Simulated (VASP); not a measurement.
Runs of VASP 6.6.1 on MnS (Browneite). Symmetry: F-43m, No. 216, cubic system. The conventional cell has a = 5.600 Å, b = 5.600 Å, c = 5.600 Å, α = 90.00°, β = 90.00°, γ = 90.00°. Within 3.2 Å of Mn (site symmetry -43m) lie 4 S at 2.42 Å. S (site symmetry -43m) has 4 Mn at 2.42 Å within 3.2 Å. 

| level | U | gap on the mesh (eV) | pressure (GPa) | moment (μB) |
| --- | --- | --- | --- | --- |
| PBEsol+D4+U | Mn d U = 1.5 eV | 0.26 | -0.9 | 5.00 |
| PBEsol+D4+U | Mn d U = 6.0 eV | 1.42 | (c) | 5.00 |
| PBEsol+D4 | - | none | -3.7 | (a) |
| PBEsol+D4+U | Mn d U = 3.0 eV | 0.74 | 0.4 | 5.00 |
| PBEsol+D4+U | Mn d U = 4.5 eV | (b) | (d) | 5.00 |

Alike in all rows: task single point; potentials or basis VASP PAW PBE potentials, release 64 (Mn_pv, S); spin collinear, ferromagnetic start; cell as given; k mesh 6 × 6 × 6; cutoff (eV) 520; smearing methfessel-paxton 0.2 eV.

Question: Estimate the missing entries.

Answer: (a) 4.86; (b) 1.16; (c) 2.6; (d) 1.6.

Caveats: the PAW data sets were made with another functional, which shifts forces and pressure a little; a cell with one magnetic atom can't hold antiferromagnetic order, which such compounds often take; semilocal functionals often make such compounds metallic where correlation or magnetic order opens a gap, which also shifts bond lengths (some runs); pairwise dispersion overbinds metals, which lowers pressure and volume (some runs).

A k mesh can miss the band edges.

A gap of «none» marks levels without a gap at the run's occupations.
